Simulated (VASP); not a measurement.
# BiCl4F (F-43m) in VASP: a series of runs

The runs below take BiCl4F through single point, relaxation of cell and atoms, with PBE.

Everything below comes from runs of VASP 6.6.1. Logs are shortened: lines on timing, memory, paths and dates and some standing lists are left out, and cuts for length are marked.

## 1. The cell of the first run

It takes space group F-43m (No. 216, cubic). Conventional cell: a = 7.968 Å, b = 7.968 Å, c = 7.968 Å, α = 90.00°, β = 90.00°, γ = 90.00°. Bi (site symmetry -43m) has 12 Cl at 3.30 Å and 4 F at 3.45 Å within 4.3 Å. Within 3.7 Å of Cl (site symmetry 3m) lie 6 Cl at 2.81 to 2.83 Å and 3 F at 3.30 Å and 3 Bi at 3.30 Å. Within 4.3 Å of F (site symmetry -43m) lie 12 Cl at 3.30 Å and 4 Bi at 3.45 Å.

## 2. Single point, PBE

The input, INCAR:

```
PREC = Accurate ; ENCUT = 520
EDIFF = 1E-7 ; ISMEAR = 0
SIGMA = 0.1 ; LREAL = F
LASPH = T ; NELM = 100
ALGO = Normal ; ISIF = 2
LWAVE = F ; LCHARG = F
GGA = PE ; NBANDS = 34
```

The input, KPOINTS:

```
Automatic mesh
0
Gamma
  4 4 4
```

The input, POSCAR:

```
BiCl4F
1.0
    0.0000000000      3.9837683748      3.9837683748
    3.9837683748      0.0000000000      3.9837683748
    3.9837683748      3.9837683748      0.0000000000
Bi Cl F
1 4 1
Direct
    0.7500000000      0.7500000000      0.7500000000
    0.8762184278      0.3745938574      0.3745938574
    0.3745938574      0.3745938574      0.3745938574
    0.3745938574      0.8762184278      0.3745938574
    0.3745938574      0.3745938574      0.8762184278
    0.0000000000      0.0000000000      0.0000000000
```

Potentials or basis: VASP PAW PBE potentials, release 64 (Bi_d, Cl, F).

The run is started by

```console
$ cat potpaw_PBE.64/Bi_d/POTCAR potpaw_PBE.64/Cl/POTCAR potpaw_PBE.64/F/POTCAR > POTCAR
$ mpirun -np 1 vasp_std > vasp.out
```

OUTCAR:

```text
PREC = Accurate
   ENCUT = 520
   EDIFF = 1E-7
   ISMEAR = 0
   LREAL = F
   LASPH = T
   NELM = 100
   ISIF = 2
   GGA = PE

 ion  position               nearest neighbor table
   1  0.750  0.750  0.750-
   2  0.876  0.375  0.375-
   3  0.375  0.375  0.375-
   4  0.375  0.876  0.375-
   5  0.375  0.375  0.876-
   6  0.000  0.000  0.000-

  LATTYP: Found a face centered cubic cell.
 ALAT       =     7.9675367496

  Lattice vectors:

 A1 = (   0.0000000000,   3.9837683748,   3.9837683748)
 A2 = (   3.9837683748,   0.0000000000,   3.9837683748)
 A3 = (   3.9837683748,   3.9837683748,   0.0000000000)

Analysis of symmetry for initial positions (statically):
=====================================================================
 Subroutine PRICEL returns:
 Original cell was already a primitive cell.

 Routine SETGRP: Setting up the symmetry group for a
 face centered cubic supercell.

 Subroutine GETGRP returns: Found 24 space group operations
 (whereof 24 operations were pure point group operations)
 out of a pool of 48 trial point group operations.

The static configuration has the point symmetry T_d .

Analysis of symmetry for dynamics (positions and initial velocities):
=====================================================================
 Subroutine PRICEL returns:
 Original cell was already a primitive cell.

 Routine SETGRP: Setting up the symmetry group for a
 face centered cubic supercell.

 Subroutine GETGRP returns: Found 24 space group operations
 (whereof 24 operations were pure point group operations)
 out of a pool of 48 trial point group operations.

The dynamic configuration has the point symmetry T_d .

 Subroutine INISYM returns: Found 24 space group operations
 (whereof 24 operations are pure point group operations),
 and found     1 'primitive' translations

----------------------------------------------------------------------------------------

                                     Primitive cell

  volume of cell :     126.4481

  direct lattice vectors                    reciprocal lattice vectors
     0.000000000  3.983768375  3.983768375    -0.125509305  0.125509305  0.125509305
     3.983768375  0.000000000  3.983768375     0.125509305 -0.125509305  0.125509305
     3.983768375  3.983768375  0.000000000     0.125509305  0.125509305 -0.125509305

  length of vectors
     5.633899265  5.633899265  5.633899265     0.217388493  0.217388493  0.217388493

  position of ions in fractional coordinates (direct lattice)
     0.750000000  0.750000000  0.750000000
     0.876218428  0.374593857  0.374593857
     0.374593857  0.374593857  0.374593857
     0.374593857  0.876218428  0.374593857
     0.374593857  0.374593857  0.876218428
     0.000000000  0.000000000  0.000000000

  ion indices of the primitive-cell ions
   primitive index   ion index
                 1           1
                 2           2
                 3           3
                 4           4
                 5           5
                 6           6

----------------------------------------------------------------------------------------

 KPOINTS: Automatic mesh

Automatic generation of k-mesh.
 Grid dimensions read from file:
 generate k-points for:    4    4    4

 Generating k-lattice:

  Cartesian coordinates                     Fractional coordinates (reciprocal lattice)
    -0.031377326  0.031377326  0.031377326     0.250000000  0.000000000  0.000000000
     0.031377326 -0.031377326  0.031377326     0.000000000  0.250000000  0.000000000
     0.031377326  0.031377326 -0.031377326     0.000000000  0.000000000  0.250000000

  Length of vectors
     0.054347123  0.054347123  0.054347123

  Shift w.r.t. Gamma in fractional coordinates (k-lattice)
     0.000000000  0.000000000  0.000000000

 Subroutine IBZKPT returns following result:
 ===========================================

 Found      8 irreducible k-points:

 Following reciprocal coordinates:
            Coordinates               Weight
  0.000000  0.000000  0.000000      1.000000
  0.250000  0.000000  0.000000      8.000000
  0.500000  0.000000  0.000000      4.000000
  0.250000  0.250000  0.000000      6.000000
  0.500000  0.250000  0.000000     24.000000
 -0.250000  0.250000  0.000000     12.000000
  0.500000  0.500000  0.000000      3.000000
 -0.250000  0.500000  0.250000      6.000000
   k-points           NKPTS =      8   k-points in BZ     NKDIM =      8   number of bands    NBANDS=     34
   number of dos      NEDOS =    301   number of ions     NIONS =      6
   total plane-waves  NPLWV =  74088
   dimension x,y,z NGX =    42 NGY =   42 NGZ =   42
   dimension x,y,z NGXF=    84 NGYF=   84 NGZF=   84
   ions per type =               1   4   1
   NGX,Y,Z   is equivalent  to a cutoff of  12.39, 12.39, 12.39 a.u.
   NGXF,Y,Z  is equivalent  to a cutoff of  24.79, 24.79, 24.79 a.u.
 SYSTEM =  unknown system
   PREC   = accura    normal or accurate (medium, high low for compatibility)
   ISTART =      0    job   : 0-new  1-cont  2-samecut
   ICHARG =      2    charge: 1-file 2-atom 10-const
   ISPIN  =      1    spin polarized calculation?
   LNONCOLLINEAR =      F non collinear calculations
   LSORBIT =      F    spin-orbit coupling
   LASPH  =      T    aspherical Exc in radial PAW
   ENCUT  =  520.0 eV  38.22 Ry    6.18 a.u.  10.48 10.48 10.48*2*pi/ulx,y,z
   NELM   =    100;   NELMIN=  2; NELMDL= -5     # of ELM steps
   EDIFF  = 0.1E-06   stopping-criterion for ELM
   LREAL  =      F    real-space projection
   EDIFFG = 0.1E-05   stopping-criterion for IOM
   NSW    =      0    number of steps for IOM
   IBRION =     -1    ionic relax: 0-MD 1-quasi-New 2-CG
   NFREE  =      0    steps in history (QN), initial steepest desc. (CG)
   ISIF   =      2    stress and relaxation
   ISYM   =      2    0-nonsym 1-usesym 2-fastsym
   POTIM  = 0.5000    time-step for ionic-motion
   TEBEG  =    0.0;   TEEND  =   0.0 temperature during run
   PSTRESS=    0.0 pullay stress
   NELECT =      50.0000    total number of electrons
   NUPDOWN=      -1.0000    fix difference up-down
   EMIN   =  10.00;   EMAX   =-10.00  energy-range for DOS
   EFERMI =   0.00;   METHOD = LEGACY
   ISMEAR =     0;   SIGMA  =   0.10  broadening in eV -4-tet -1-fermi 0-gaus
   EFERMI_NEDOS =   21; number of points for ismear=-14 and -15
   IALGO  =     38    algorithm
   IMIX   =      4    mixing-type and parameters
     AMIX     =   0.40;   BMIX     =  1.00
     AMIX_MAG =   1.60;   BMIX_MAG =  1.00
  volume/ion in A,a.u.               =      21.07       142.22
  Fermi-wavevector in a.u.,A,eV,Ry     =   1.201602  2.270699 19.644746  1.443848
  Thomas-Fermi vector in A             =   2.337407
   LORBIT       =      0    0 simple, 1 ext, 2 COOP (PROOUT), +10 PAW based schemes
   GGA     = PE    functional components
   LHFCALC =     F    Hartree Fock is set to
   AEXX    =    0.0000 exact exchange contribution
   IVDW    =     0    specifies the selected vdW correction
   LEPSILON=     F    determine dielectric tensor
   LRPA    =     F    only Hartree local field effects (RPA)
 non-spin polarized calculation
 Gauss-broadening in eV      SIGMA  =   0.10
  energy-cutoff  :      520.00
  volume of cell :      126.45
 maximum number of plane-waves:      3479
 NGX is ok and might be reduce to    42
   NGX = 21   NGY = 21   NGZ = 21

 number of electron      50.0000011 magnetization

 Free energy of the ion-electron system (eV)
  ---------------------------------------------------
  ext. energy  EPLUGINS =         0.00000000
  ---------------------------------------------------
  free energy    TOTEN  =       -12.32992530 eV

  energy without entropy =      -12.29787249  energy(sigma->0) =      -12.31389890

 E-fermi :   3.6257     XC(G=0):  -9.6330

 val. band max:        3.5814586558   @ k =   0.2500   0.2500   0.0000
 cond. band min:       3.6876549949   @ k =   0.2500   0.0000   0.0000
 fundamental gap:      0.1061963391
 Fermi energy:         3.6256809586

 k-point     1 :       0.0000    0.0000    0.0000
  band No.  band energies     occupation
      1     -20.9695      2.00000
      2     -20.9695      2.00000
      3     -20.9687      2.00000
      4     -20.9687      2.00000
      5     -20.9687      2.00000
      6     -16.0332      2.00000
[... 26 lines left out ...]
     33      12.6978      0.00000
     34      13.9373      0.00000

 k-point     2 :       0.2500    0.0000    0.0000
  band No.  band energies     occupation
      1     -20.9696      2.00000
      2     -20.9696      2.00000
      3     -20.9687      2.00000
      4     -20.9684      2.00000
      5     -20.9684      2.00000
      6     -16.0283      2.00000
[... 26 lines left out ...]
     33      13.0135      0.00000
     34      13.5129      0.00000

 k-point     3 :       0.5000    0.0000    0.0000
  band No.  band energies     occupation
      1     -20.9698      2.00000
      2     -20.9698      2.00000
      3     -20.9688      2.00000
      4     -20.9681      2.00000
      5     -20.9681      2.00000
      6     -16.0241      2.00000
[... 26 lines left out ...]
     33      13.4682      0.00000
     34      13.7049      0.00000

 k-point     4 :       0.2500    0.2500    0.0000
  band No.  band energies     occupation
      1     -20.9699      2.00000
      2     -20.9693      2.00000
      3     -20.9689      2.00000
      4     -20.9682      2.00000
      5     -20.9682      2.00000
      6     -16.0270      2.00000
[... 26 lines left out ...]
     33      12.7787      0.00000
     34      13.1985      0.00000

 k-point     5 :       0.5000    0.2500    0.0000
  band No.  band energies     occupation
      1     -20.9701      2.00000
      2     -20.9694      2.00000
      3     -20.9689      2.00000
      4     -20.9681      2.00000
      5     -20.9680      2.00000
      6     -16.0228      2.00000
[... 26 lines left out ...]
     33      13.3438      0.00000
     34      13.8101      0.00000

 k-point     6 :      -0.2500    0.2500    0.0000
  band No.  band energies     occupation
      1     -20.9698      2.00000
      2     -20.9697      2.00000
      3     -20.9687      2.00000
      4     -20.9682      2.00000
      5     -20.9682      2.00000
      6     -16.0241      2.00000
[... 26 lines left out ...]
     33      13.1860      0.00000
     34      13.5625      0.00000

 k-point     7 :       0.5000    0.5000    0.0000
  band No.  band energies     occupation
      1     -20.9703      2.00000
      2     -20.9693      2.00000
      3     -20.9691      2.00000
      4     -20.9678      2.00000
      5     -20.9678      2.00000
      6     -16.0216      2.00000
[... 26 lines left out ...]
     33      12.5955      0.00000
     34      14.1647      0.00000

 k-point     8 :      -0.2500    0.5000    0.2500
  band No.  band energies     occupation
      1     -20.9701      2.00000
      2     -20.9694      2.00000
      3     -20.9688      2.00000
      4     -20.9683      2.00000
      5     -20.9678      2.00000
      6     -16.0216      2.00000
[... 26 lines left out ...]
     33      13.3938      0.00000
     34      13.6834      0.00000

------------------------ aborting loop because EDIFF is reached ----------------------------------------

  FORCE on cell =-STRESS in cart. coord.  units (eV):
  Direction    XX          YY          ZZ          XY          YZ          ZX
  --------------------------------------------------------------------------------------
  -------------------------------------------------------------------------------------
  Total       -0.2248137     -0.2248137     -0.2248137      0.0000000      0.0000000      0.0000000
  in kB       -2.8485321     -2.8485321     -2.8485321      0.0000000      0.0000000      0.0000000
  external PRESSURE =      -2.8485321 kB  Pullay stress =       0.0000000 kB

 VOLUME and BASIS-vectors are now :
 -----------------------------------------------------------------------------
  energy-cutoff  :      520.00
  volume of cell :      126.45
      direct lattice vectors                 reciprocal lattice vectors
     0.000000000  3.983768375  3.983768375    -0.125509305  0.125509305  0.125509305
     3.983768375  0.000000000  3.983768375     0.125509305 -0.125509305  0.125509305
     3.983768375  3.983768375  0.000000000     0.125509305  0.125509305 -0.125509305

 POSITION                                       TOTAL-FORCE (eV/Angst)
 -----------------------------------------------------------------------------------
      5.97565      5.97565      5.97565         0.000000      0.000000     -0.000000
      2.98459      4.98295      4.98295        -0.004204      0.004204      0.004204
      2.98459      2.98459      2.98459        -0.004204     -0.004204     -0.004204
      4.98295      2.98459      4.98295         0.004204     -0.004204      0.004204
      4.98295      4.98295      2.98459         0.004204      0.004204     -0.004204
      0.00000      0.00000      0.00000         0.000000      0.000000     -0.000000
 -----------------------------------------------------------------------------------
    total drift:                                0.000000      0.000000      0.000000

  FREE ENERGIE OF THE ION-ELECTRON SYSTEM (eV)
  ---------------------------------------------------
  free  energy   TOTEN  =       -12.3299253025 eV

  energy  without entropy=      -12.2978724879  energy(sigma->0) =      -12.31389890
```

It took 50 s on 1 thread of Intel Xeon Platinum 8559C (Emerald Rapids), shared host; peak memory 0.25 GiB.

Results:

| Property | Result |
| --- | --- |
| Free energy | -12.3299 eV |
| Pressure | -0.3 GPa |
| Largest force | 0.007 eV/Å |
| Band gap on the k mesh | zero (band 25 reaches 3.85 eV, above the bottom of band 26 at 3.24 eV) |

Forces on the atoms (eV/Å):
```
Bi   0.000  0.000  0.000
Cl  -0.004  0.004  0.004
Cl  -0.004 -0.004 -0.004
Cl   0.004 -0.004  0.004
Cl   0.004  0.004 -0.004
F    0.000  0.000  0.000
```

Levels at points of the mesh, in eV from the Fermi level:
| k point | band 23 | band 24 | band 25 | band 26 | band 27 | band 28 |
| --- | --- | --- | --- | --- | --- | --- |
| (0.00, 0.00, 0.00) | -0.50 | -0.06 | -0.06 | -0.06 | 1.30 | 1.30 |
| (0.50, 0.00, 0.00) | -1.03 | -0.48 | 0.23 | 0.23 | 0.42 | 1.51 |
| (0.50, 0.50, 0.00) | -1.02 | -1.02 | 0.09 | 0.09 | 0.78 | 1.29 |

Caveat: spin-orbit coupling is left out, which moves the levels of the heavy elements.

## 3. Single point, PBE

This run uses another cell than the first one, of 29.03 Å³/atom, 1.378 times its volume.

The input, INCAR:

```
SYSTEM = BiCl4F
  ALGO = Normal
  EDIFF = 1E-7
  ENCUT = 520
  GGA = PE
  ISIF = 2
  ISMEAR = 0
  LASPH = .TRUE.
  LCHARG = .FALSE.
  LREAL = .FALSE.
  LWAVE = .FALSE.
  NBANDS = 34
  NELM = 60
  PREC = Accurate
  SIGMA = 0.1
```

The input, KPOINTS:

```
k-points
0
G
  4 4 4
  0 0 0
```

The input, POSCAR:

```
BiCl4F
1.0
    0.0000000000      4.4327019400      4.4327019400
    4.4327019400      0.0000000000      4.4327019400
    4.4327019400      4.4327019400      0.0000000000
Bi Cl F
1 4 1
Direct
    0.7500000000      0.7500000000      0.7500000000
    0.8760569700      0.3746476800      0.3746476800
    0.3746476800      0.3746476800      0.3746476800
    0.3746476800      0.8760569700      0.3746476800
    0.3746476800      0.3746476800      0.8760569700
    0.0000000000      0.0000000000      0.0000000000
```

Potentials or basis: VASP PAW PBE potentials, release 64 (Bi_d, Cl, F).

The run is started by

```console
$ cat potpaw_PBE.64/Bi_d/POTCAR potpaw_PBE.64/Cl/POTCAR potpaw_PBE.64/F/POTCAR > POTCAR
$ mpirun -np 1 vasp_std > vasp.out
```

OUTCAR:

```text
SYSTEM = BiCl4F
   EDIFF = 1E-7
   ENCUT = 520
   GGA = PE
   ISIF = 2
   ISMEAR = 0
   LASPH = .TRUE.
   LREAL = .FALSE.
   NELM = 60
   PREC = Accurate

 ion  position               nearest neighbor table
   1  0.750  0.750  0.750-
   2  0.876  0.375  0.375-
   3  0.375  0.375  0.375-
   4  0.375  0.876  0.375-
   5  0.375  0.375  0.876-
[... 483 lines left out ...]
  Direction    XX          YY          ZZ          XY          YZ          ZX
  --------------------------------------------------------------------------------------
  -------------------------------------------------------------------------------------
  Total       -7.0637829     -7.0637829     -7.0637829     -0.0000000      0.0000000      0.0000000
  in kB      -64.9699213    -64.9699213    -64.9699213     -0.0000000      0.0000000      0.0000000
  external PRESSURE =     -64.9699213 kB  Pullay stress =       0.0000000 kB

 VOLUME and BASIS-vectors are now :
 -----------------------------------------------------------------------------
  energy-cutoff  :      520.00
  volume of cell :      174.19
      direct lattice vectors                 reciprocal lattice vectors
     0.000000000  4.432701940  4.432701940    -0.112798020  0.112798020  0.112798020
     4.432701940  0.000000000  4.432701940     0.112798020 -0.112798020  0.112798020
     4.432701940  4.432701940  0.000000000     0.112798020  0.112798020 -0.112798020

 POSITION                                       TOTAL-FORCE (eV/Angst)
 -----------------------------------------------------------------------------------
      6.64905      6.64905      6.64905        -0.000000     -0.000000     -0.000000
      3.32140      5.54400      5.54400         0.032866     -0.032866     -0.032866
      3.32140      3.32140      3.32140         0.032866      0.032866      0.032866
      5.54400      3.32140      5.54400        -0.032866      0.032866     -0.032866
      5.54400      5.54400      3.32140        -0.032866     -0.032866      0.032866
      0.00000      0.00000      0.00000        -0.000000     -0.000000     -0.000000
 -----------------------------------------------------------------------------------
    total drift:                               -0.000086     -0.000086     -0.000086

  FREE ENERGIE OF THE ION-ELECTRON SYSTEM (eV)
  ---------------------------------------------------
  free  energy   TOTEN  =       -10.9790609459 eV

  energy  without entropy=      -10.9327391973  energy(sigma->0) =      -10.95590007
```

stdout:

```text
POSCAR found type information on POSCAR BiClF
 POSCAR found :  3 types and       6 ions
 scaLAPACK will be used
 LDA part: xc-table for (Slater+PW92), standard interpolation
 POSCAR, INCAR and KPOINTS ok, starting setup
 FFT: planning ... GRIDC
 FFT: planning ... GRID_SOFT
 FFT: planning ... GRID
 WAVECAR not read
 entering main loop
```

Wall time 94 s (1 thread of Intel Xeon Platinum 8559C (Emerald Rapids), shared host); peak memory 0.33 GiB.

What came out:

```yaml
Free_energy: -10.9791 eV
Pressure: -6.5 GPa
Largest_force: 0.057 eV/Å
Band_gap_on_the_k_mesh: zero (band 25 reaches 0.42 eV, above the bottom of band 26 at 0.11 eV)
```

Forces on the atoms (eV/Å):
```
Bi   0.000  0.000  0.000
Cl   0.033 -0.033 -0.033
Cl   0.033  0.033  0.033
Cl  -0.033  0.033 -0.033
Cl  -0.033 -0.033  0.033
F    0.000  0.000  0.000
```

Caveat: spin-orbit coupling is left out, which moves the levels of the heavy elements.

(Continued in part 2 of 2.)
